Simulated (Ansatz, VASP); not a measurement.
# One calculation of ZrB2, two programs

```
Zr B
1.0
     3.22933    0.00000    0.00000
    -1.61466    2.79668    0.00000
     0.00000    0.00000    3.62226
Zr B
1 2
Cartesian
  0.0000 0.0000 0.0000
  0.0000 1.8645 1.8111
  1.6147 0.9322 1.8111
```

Alike in both runs: functional r2SCAN; k mesh 12 × 12 × 10; occupations fermi-dirac, width 0.1 eV; no spin polarisation.

Ansatz relaxed the structure, and its values are those at the end. VASP's run is a single point on that final structure, the one shown.

|  | VASP | Ansatz |
| --- | --- | --- |
| version | VASP 6.6.1 | Ansatz 0.2.0 |
| potentials or method | VASP PAW PBE potentials, release 64 (Zr_sv, B), cutoff 520 eV | PAW plane waves |
| valence electrons in the cell | 18 | 18 |

```csv
,VASP,Ansatz,Ansatz less VASP
pressure (GPa),-12.6,-12.6,-0.01
```

VASP's potentials were made for PBE, not for r2SCAN. Ansatz's warnings: stress scf threshold loose.
